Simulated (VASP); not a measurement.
# CoSi (P4/mmm) in VASP: a series of runs

The runs below take CoSi through relaxation of cell and atoms, single point, with PBEsol.

Program: VASP 6.6.1. These are calculated values, not measurements. Logs are shortened: lines on timing, memory, paths and dates and some standing lists are left out, and cuts for length are marked.

## Step 1: The cell of the first run

Symmetry: P4/mmm, No. 123, tetragonal system. The conventional cell has a = 2.796 Å, b = 2.796 Å, c = 2.807 Å, α = 90.00°, β = 90.00°, γ = 90.00°. Within 3.2 Å of Si (site symmetry 4/mmm) lie 8 Co at 2.42 Å and 6 Si at 2.80 to 2.81 Å. Within 3.2 Å of Co (site symmetry 4/mmm) lie 8 Si at 2.42 Å and 6 Co at 2.80 to 2.81 Å.

## Step 2: Relaxation of cell and atoms, PBEsol, collinear spin, ferromagnetic start

Contents of INCAR:

```
SYSTEM = CoSi
PREC     = Accurate       ! precision mode
ENCUT    = 600            ! plane-wave cutoff, eV
EDIFF    = 1E-6           ! SCF threshold, eV
ISMEAR   = 0              ! smearing method
SIGMA    = 0.1            ! smearing width, eV
LREAL    = .False.        ! projectors in reciprocal space
LASPH    = .True.         ! aspherical terms in the spheres
NELM     = 150            ! most SCF steps
ALGO     = Fast           ! electronic algorithm
ISIF     = 3              ! what is computed and relaxed
LWAVE    = .False.        ! write WAVECAR
LCHARG   = .False.        ! write CHGCAR
ISPIN    = 2              ! spin polarisation
MAGMOM   = 0 0.81         ! initial moments
LORBIT   = 11             ! projections on sites
LMAXMIX  = 4              ! l up to which the mixer works
GGA      = PS             ! functional
IBRION   = 2              ! ionic algorithm
NSW      = 80             ! ionic steps
EDIFFG   = -0.05          ! ionic threshold
```

Contents of KPOINTS:

```
Automatic mesh
0
Gamma
  8 8 8
  0 0 0
```

Contents of POSCAR:

```
CoSi
1.0
    1.9773552725     -1.9773764835      0.0000000000
    1.9773552725      1.9773764835      0.0000000000
    0.0000000000      0.0000000000      2.8069866265
Si Co
1 1
Direct
    0.0000000000      0.0000000000      0.0000000000
    0.5000000000      0.5000000000      0.5000000000
```

Potentials or basis: VASP PAW PBE potentials, release 64 (Si, Co).

The run is started by

```console
cat potpaw_PBE.64/Si/POTCAR potpaw_PBE.64/Co/POTCAR > POTCAR
mpirun -np 1 vasp_std > vasp.out
```

OUTCAR:

```text
SYSTEM = CoSi
   PREC = Accurate
   ENCUT = 600
   EDIFF = 1E-6
   ISMEAR = 0
   LREAL = .False.
   LASPH = .True.
   NELM = 150
   ISIF = 3
   ISPIN = 2
   LORBIT = 11
   GGA = PS
   IBRION = 2
   NSW = 80
   EDIFFG = -0.05

 ion  position               nearest neighbor table
   1  0.000  0.000  0.000-   2 2.42   2 2.42   2 2.42   2 2.42   2 2.42   2 2.42   2 2.42   2 2.42

   2  0.500  0.500  0.500-   1 2.42   1 2.42   1 2.42   1 2.42   1 2.42   1 2.42   1 2.42   1 2.42

  LATTYP: Found a base centered orthorhombic cell.
 ALAT       =     3.9547105450
 B/A-ratio  =     1.0000107270
 C/A-ratio  =     0.7097830788

  Lattice vectors:

 A1 = (   1.9773552725,  -1.9773764835,   0.0000000000)
 A2 = (   1.9773552725,   1.9773764835,   0.0000000000)
 A3 = (   0.0000000000,   0.0000000000,   2.8069866265)

Analysis of symmetry for initial positions (statically):
=====================================================================
 Subroutine PRICEL returns:
 Original cell was already a primitive cell.

 Routine SETGRP: Setting up the symmetry group for a
 base centered orthorhombic supercell.

 Subroutine GETGRP returns: Found  8 space group operations
 (whereof  8 operations were pure point group operations)
 out of a pool of  8 trial point group operations.

The static configuration has the point symmetry D_2h.

Analysis of symmetry for dynamics (positions and initial velocities):
=====================================================================
 Subroutine PRICEL returns:
 Original cell was already a primitive cell.

 Routine SETGRP: Setting up the symmetry group for a
 base centered orthorhombic supercell.

 Subroutine GETGRP returns: Found  8 space group operations
 (whereof  8 operations were pure point group operations)
 out of a pool of  8 trial point group operations.

The dynamic configuration has the point symmetry D_2h.

Analysis of structural, dynamic, and magnetic symmetry:
=====================================================================
 Subroutine PRICEL returns:
 Original cell was already a primitive cell.

 Routine SETGRP: Setting up the symmetry group for a
 base centered orthorhombic supercell.

 Subroutine GETGRP returns: Found  8 space group operations
 (whereof  8 operations were pure point group operations)
 out of a pool of  8 trial point group operations.

The overall configuration has the point symmetry D_2h.

 Subroutine INISYM returns: Found  8 space group operations
 (whereof  8 operations are pure point group operations),
 and found     1 'primitive' translations

----------------------------------------------------------------------------------------

                                     Primitive cell
[... 122 lines left out ...]
 conjugate gradient relaxation of ions
 spin polarized calculation
 RMM-DIIS sequential band-by-band and
 Gauss-broadening in eV      SIGMA  =   0.10
  energy-cutoff  :      600.00
  volume of cell :       21.95
 maximum number of plane-waves:       743
 NGX is ok and might be reduce to    24
   NGX = 11   NGY = 11   NGZ = 11

--------------------------------------- Ionic step        1  -------------------------------------------

 number of electron      12.9999999 magnetization       0.3205102

 Free energy of the ion-electron system (eV)
  ---------------------------------------------------
  ext. energy  EPLUGINS =         0.00000000
  ---------------------------------------------------
  free energy    TOTEN  =       -14.50816602 eV

  energy without entropy =      -14.49560241  energy(sigma->0) =      -14.50188422

------------------------ aborting loop because EDIFF is reached ----------------------------------------

  FORCE on cell =-STRESS in cart. coord.  units (eV):
  Direction    XX          YY          ZZ          XY          YZ          ZX
  --------------------------------------------------------------------------------------
  -------------------------------------------------------------------------------------
  Total       -1.5238952     -1.5239662     -1.4775557      0.0000000      0.0000000      0.0000000
  in kB     -111.2298284   -111.2350120   -107.8474853      0.0000000      0.0000000      0.0000000
  external PRESSURE =    -110.1041086 kB  Pullay stress =       0.0000000 kB
[... 59 lines left out ...]
--------------------------------------- Ionic step        3  -------------------------------------------

 number of electron      13.0000003 magnetization       0.2868280

 Free energy of the ion-electron system (eV)
  ---------------------------------------------------
  ext. energy  EPLUGINS =         0.00000000
  ---------------------------------------------------
  free energy    TOTEN  =       -14.54947640 eV

  energy without entropy =      -14.53917476  energy(sigma->0) =      -14.54432558

 E-fermi :  13.2452     XC(G=0): -13.2123

 val. band max:       13.2430140813   @ k =   0.3750   0.2500   0.0000
 cond. band min:      13.2453283304   @ k =   0.5000   0.3750   0.2500
 fundamental gap:      0.0023142492
 Fermi energy:        13.2452380347

 spin component 1

 k-point     1 :       0.0000    0.0000    0.0000
  band No.  band energies     occupation
      1      -1.2936      1.00000
      2       9.1162      1.00000
      3       9.1279      1.00000
      4      11.7872      1.00000
      5      11.7872      1.00000
      6      11.8005      1.00000
      7      16.2299      0.00000
      8      16.3844      0.00000
      9      16.3845      0.00000
     10      20.8746      0.00000
[... 287 lines left out ...]
 k-point    24 :       0.2500    0.0000    0.1250
  band No.  band energies     occupation
      1       0.2122      1.00000
      2       8.0573      1.00000
      3       9.3736      1.00000
      4      10.7258      1.00000
      5      11.0634      1.00000
      6      11.6822      1.00000
      7      13.3974      0.01569
      8      16.2697      0.00000
      9      18.6088      0.00000
     10      21.4193      0.00000

 [... further k-points ...]

 spin component 2

 k-point     1 :       0.0000    0.0000    0.0000
  band No.  band energies     occupation
      1      -1.2872      1.00000
      2       9.4107      1.00000
      3       9.4207      1.00000
      4      11.9926      1.00000
      5      11.9926      1.00000
      6      12.0028      1.00000
      7      16.2350      0.00000
      8      16.3909      0.00000
      9      16.3910      0.00000
     10      21.0139      0.00000
[... 328 lines left out ...]
  FREE ENERGIE OF THE ION-ELECTRON SYSTEM (eV)
  ---------------------------------------------------
  free  energy   TOTEN  =       -14.5494764006 eV

  energy  without entropy=      -14.5391747644  energy(sigma->0) =      -14.54432558

 reached required accuracy - stopping structural energy minimisation

 total charge

# of ion       s       p       d       tot
------------------------------------------
    1        0.702   0.883   0.000   1.585
    2        0.456   0.619   7.636   8.711
--------------------------------------------------
tot          1.158   1.502   7.636  10.296

 magnetization (x)

# of ion       s       p       d       tot
------------------------------------------
    1       -0.000   0.004   0.000   0.003
    2        0.005  -0.000   0.287   0.292
--------------------------------------------------
tot          0.004   0.004   0.287   0.295
```

CONTCAR:

```text
CoSi
   1.00000000000000
     1.9426142437587266   -1.9426334630551800    0.0000000000000000
     1.9426142437587266    1.9426334630551800    0.0000000000000000
     0.0000000000000000    0.0000000000000000    2.7591691043773672
  Si              Co
     1     1
Direct
     0.0000000000000000    0.0000000000000000    0.0000000000000000
     0.5000000000000000    0.5000000000000000    0.5000000000000000

  0.00000000E+00  0.00000000E+00  0.00000000E+00
  0.00000000E+00  0.00000000E+00  0.00000000E+00
```

Run time: 1.9 min. Hardware: 1 thread of Intel Xeon 8259CL, shared host; peak memory 0.19 GiB.

Results:

| Quantity | Value |
| --- | --- |
| Free energy | -14.5495 eV |
| Relaxed volume | 10.41 Å³/atom |
| Relaxed cell | a = 2.747 Å, b = 2.747 Å, c = 2.759 Å, α = 90.00°, β = 90.00°, γ = 90.00° |
| Space group after relaxing (to 0.1 Å) | Pm-3m (No. 221) |
| Energy gained by relaxing | 20.7 meV/atom |
| Ionic steps | 3 |
| Pressure after relaxing | -0.3 GPa |
| Net moment | 0.29 μB per cell |
| Site moments | Si +0.00; Co +0.29 μB |
| Valence electrons inside the program's atomic spheres | Si 1.58; Co 8.71 |

The path:
```tsv
step	energy change (eV)	largest force (eV/Å)	pressure (GPa)	volume (Å³)
1	0.0000	0.0000	-11.01	21.95
2	0.0130	0.0000	15.70	19.64
3	-0.0413	0.0000	-0.32	20.83
```

Final structure:
```xyz
2
Lattice="1.9426 -1.9426 0.0000 1.9426 1.9426 0.0000 0.0000 0.0000 2.7592" Properties=species:S:1:pos:R:3 pbc="T T T"
Si    0.0000    0.0000    0.0000
Co    1.9426    0.0000    1.3796
```

Caveat: the PAW data sets were made with another functional, which shifts forces and pressure a little.

## Step 3: Single point, PBEsol, collinear spin, ferromagnetic start

This run uses another cell than the first one, of 10.43 Å³/atom.

Contents of INCAR:

```
ALGO = Normal
EDIFF = 1E-6
ENCUT = 520
GGA = PS
ISIF = 2
ISMEAR = 0
ISPIN = 2
LASPH = True
LCHARG = True
LELF = True
LMAXMIX = 4
LORBIT = 11
LREAL = False
LVHAR = True
LWAVE = False
MAGMOM = 0 0.46
NBANDS = 18
NELM = 150
PREC = Accurate
SIGMA = 0.1
```

Contents of KPOINTS:

```
k-points
0
Gamma
  16 16 14
```

Contents of POSCAR:

```
CoSi
1.0
    1.8932905974     -1.8932888545      0.0000000000
    1.8932905974      1.8932888545      0.0000000000
    0.0000000000      0.0000000000      2.9090755922
Si Co
1 1
Direct
    0.0000000000      0.0000000000      0.0000000000
    0.5000000000      0.5000000000      0.5000000000
```

Potentials or basis: VASP PAW PBE potentials, release 64 (Si, Co).

The run is started by

```console
cat potpaw_PBE.64/Si/POTCAR potpaw_PBE.64/Co/POTCAR > POTCAR
mpirun -np 1 vasp_std > vasp.out
```

It took 3.6 min on 1 thread of Intel Xeon 8259CL, shared host; peak memory 0.3 GiB.

Results (log left out):

```yaml
Free_energy: -14.5608 eV
Pressure: 0.7 GPa
Net_moment: 0.43 μB per cell
Site_moments: Si +0.01; Co +0.44 μB
Valence_electrons_inside_the_program's_atomic_spheres: Si 1.59; Co 8.70
```

Stress tensor (GPa, compression positive):
```
0.74 0.00 0.00
0.00 0.74 0.00
0.00 0.00 0.64
```

Levels at points of the mesh, in eV from the Fermi level:
Spin up:
```csv
k point,band 3,band 4,band 5,band 6,band 7,band 8,band 9,band 10,band 11,band 12
"(0.00, 0.00, 0.00)",-4.21,-1.60,-1.60,-1.32,1.26,4.14,4.14,7.15,7.70,12.94
"(0.50, 0.00, 0.00)",-3.38,-3.34,-2.55,-1.41,-0.38,6.51,7.45,7.88,9.31,10.57
"(0.50, 0.50, 0.00)",-5.03,-4.09,-2.70,-2.70,-0.85,1.80,2.42,7.24,13.61,13.61
"(0.00, 0.00, 0.50)",-3.63,-2.59,-2.59,-1.22,-1.00,6.67,8.64,8.64,10.45,10.45
"(0.50, 0.00, 0.50)",-5.16,-4.36,-2.25,-2.13,-0.99,1.44,1.62,9.14,13.76,14.90
"(0.50, 0.50, 0.50)",-5.99,-1.35,-0.93,-0.82,1.07,1.42,1.42,3.31,3.31,4.28
```
Spin down:
```tsv
k point	band 3	band 4	band 5	band 6	band 7	band 8	band 9	band 10
(0.00, 0.00, 0.00)	-3.66	-1.28	-1.28	-1.03	1.26	4.15	4.15	7.36
(0.50, 0.00, 0.00)	-3.14	-2.84	-2.31	-1.08	0.31	6.50	7.55	7.90
(0.50, 0.50, 0.00)	-5.02	-3.82	-2.43	-2.43	-0.03	2.02	2.75	7.22
(0.00, 0.00, 0.50)	-3.00	-2.32	-2.32	-0.93	-0.48	6.68	8.72	8.72
(0.50, 0.00, 0.50)	-5.16	-4.00	-1.99	-1.83	-0.41	1.72	2.04	9.14
(0.50, 0.50, 0.50)	-5.88	-1.35	-0.36	-0.01	1.09	1.45	1.45	3.54
```

Caveat: the PAW data sets were made with another functional, which shifts forces and pressure a little.
